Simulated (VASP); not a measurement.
Input of a VASP 6.6.1 run:

INCAR

```
SYSTEM = NaCl
ALGO     = Normal         ! electronic algorithm
EDIFF    = 1E-8           ! SCF threshold, eV
ENCUT    = 520            ! plane-wave cutoff, eV
GGA      = PE             ! functional
ISIF     = 2              ! what is computed and relaxed
ISMEAR   = -1             ! smearing method
LASPH    = .True.         ! aspherical terms in the spheres
LCHARG   = .False.        ! write CHGCAR
LEFG     = .True.       
LREAL    = .False.        ! projectors in reciprocal space
LWAVE    = .False.        ! write WAVECAR
NBANDS   = 14             ! bands
NELM     = 80             ! most SCF steps
PREC     = Accurate       ! precision mode
SIGMA    = 0.02           ! smearing width, eV
```

The input KPOINTS:

```
k-points
0
Gamma
  8 8 8
  0 0 0
```

File POSCAR:

```
NaCl
1.0
    2.8600000000      0.0000000000      0.0000000000
    0.0000000000      2.8600000000      0.0000000000
    0.0000000000      0.0000000000      2.7742000000
Na Cl
1 1
Direct
    0.0000000000      0.0000000000      0.0000000000
    0.5000000000      0.5000000000      0.5000000000
```

Potentials or basis: VASP PAW PBE potentials, release 64 (Na_pv, Cl).

Launch:

```sh
$ cat potpaw_PBE.64/Na_pv/POTCAR potpaw_PBE.64/Cl/POTCAR > POTCAR
$ mpirun -np 1 vasp_std > vasp.out
```

Predict the band gap on the k mesh.

4.00 eV, direct.

What does it give for the pressure?

73.5 GPa.

Stress tensor (GPa, compression positive):
```
70.55  0.00  0.00
 0.00 70.55  0.00
 0.00  0.00 79.24
```

Caveat: the cell differs from its parent crystal (zz strain of -3 %); without QUAD_EFG the Cq values of the log hold for a quadrupole moment of 1 mb, not for the nuclei. A k mesh can miss the band edges.
